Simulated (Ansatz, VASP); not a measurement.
## Two plane-wave programs on Y

Contents of POSCAR:

```
Y
1.0
    0.0000000000      2.4715210142      2.4715210142
    2.4715210142      0.0000000000      2.4715210142
    2.4715210142      2.4715210142      0.0000000000
Y
1
Direct
    0.0000000000      0.0000000000      0.0000000000
```

The input INCAR.step1:

```
SYSTEM = Y
PREC = Accurate ; ENCUT = 520
ISMEAR = 0 ; SIGMA = 0.1
LREAL = .False. ; LASPH = .True.
NELM = 60 ; NBANDS = 12
GGA = PE ; ALGO = Normal
EDIFF = 1E-4 ; LWAVE = .True.
LCHARG = .False.
```

INCAR.step2

```
SYSTEM = Y
PREC = Accurate ; ENCUT = 520
EDIFF = 1E-6 ; ISMEAR = 0
SIGMA = 0.1 ; LREAL = .False.
LASPH = .True. ; NELM = 60
ALGO = Normal ; ISIF = 2
LWAVE = .False. ; LCHARG = .False.
METAGGA = R2SCAN ; LMIXTAU = .True.
NBANDS = 12 ; ISTART = 1
```

KPOINTS

```
Automatic mesh
0
Gamma
  14 14 14
  0 0 0
```

Input for Ansatz:

```yaml
crystal:
  lattice:
    - [0.0, 2.4715210142, 2.4715210142]
    - [2.4715210142, 0.0, 2.4715210142]
    - [2.4715210142, 2.4715210142, 0.0]
  atoms:
    - { symbol: "Y", position: [0.0, 0.0, 0.0] }
basis:
  ecutwfc: 500
kpoints:
  mp_grid: { grid: [14, 14, 14] }
hamiltonian:
  xc: r2scan
scf:
  occupations: { method: gaussian, width: 0.1 }
output:
  forces: true
  stress: true
  eigenvalues: true
```

Alike in both runs: task single point; functional r2SCAN; k mesh 14 × 14 × 14; occupations gaussian, width 0.1 eV; no spin polarisation.

|  | VASP | Ansatz |
| --- | --- | --- |
| version | VASP 6.6.1 | Ansatz 0.2.0 |
| potentials or method | VASP PAW PBE potentials, release 64 (Y_sv), cutoff 520 eV | scalar-relativistic, plane waves, PAW |
| valence electrons in the cell | 11 | 11 |

```tsv
	VASP	Ansatz	Ansatz less VASP
gap on the k mesh at the Fermi level (eV)	none	none	-
pressure (GPa)	4.2	4.1	-0.07
```

VASP's potentials were made for PBE, not for r2SCAN. A gap of «none» marks a metal or a gap that the smearing closes. The functional is the same, so the differences come from potentials, cutoffs and numerics.
